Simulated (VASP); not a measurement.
Write the native input for VASP 6.6.1 that does the following.

```yaml
Task: relaxation of cell and atoms
Functional: RPBE
Dispersion: D3(BJ)
Potentials_or_basis: VASP PAW PBE potentials, release 64 (Ni, Al)
Cutoff: 600 eV
k_mesh: 9 × 9 × 9
Occupations: fermi-dirac, width 0.05 eV
Spin: collinear spin, ferromagnetic start
Starting_moments: "[1.0, 0.0] μB"
Dipole_correction: no
Further_INCAR_settings: ALGO = Fast; EDIFF = 1e-06; IBRION = 2; EDIFFG = -0.01; NSW = 60; ISIF = 3
```

The structure of AlNi lies in POSCAR:

```
AlNi
1.0
    2.8810000000      0.0000000000      0.0000000000
    0.0000000000      2.8810000000      0.0000000000
    0.0000000000      0.0000000000      2.8810000000
Ni Al
1 1
Direct
    0.5000000000      0.5000000000      0.5000000000
    0.0000000000      0.0000000000      0.0000000000
```

One way to write it, as run:

INCAR

```
SYSTEM = AlNi
PREC = Accurate
ENCUT = 600
EDIFF = 1E-6
ISMEAR = -1
SIGMA = 0.05
LREAL = .False.
LASPH = .True.
NELM = 150
ALGO = Fast
ISIF = 3
LWAVE = .False.
LCHARG = .False.
ISPIN = 2
MAGMOM = 1 0
LORBIT = 11
LMAXMIX = 4
GGA = RP
IVDW = 12
IBRION = 2
NSW = 60
EDIFFG = -0.01
```

KPOINTS

```
regular mesh
0
Gamma
  9 9 9
  0 0 0
```

Potentials or basis: VASP PAW PBE potentials, release 64 (Ni, Al).

Command:

```sh
$ cat potpaw_PBE.64/Ni/POTCAR potpaw_PBE.64/Al/POTCAR > POTCAR
$ mpirun -np 1 vasp_std > vasp.out
```

Results of the run:

```
Relaxed volume                                        : 10.36 Å³/atom
Relaxed cell                                          : a = 2.747 Å, b = 2.747 Å, c = 2.747 Å, α = 90.00°, β = 90.00°, γ = 90.00°
Space group after relaxing (to 0.05 Å)                : Pm-3m (No. 221)
Energy gained by relaxing                             : 140.4 meV/atom
Ionic steps                                           : 5
Pressure after relaxing                               : 0.0 GPa
Net moment                                            : 0.00 μB per cell
Valence electrons inside the program's atomic spheres : Ni 9.74; Al 0.89
Dispersion energy per atom                            : -2.636 eV
```

Caveat: the PAW data sets were made with another functional, which shifts forces and pressure a little; the volume moved by -13 % from the deposited cell, more than functionals usually miss; pairwise dispersion overbinds metals, which lowers pressure and volume.

Wall time 40 s on 1 thread of Intel(R) Xeon(R) 6975P-C (Granite Rapids) (shared host), peak memory 0.17 GiB.
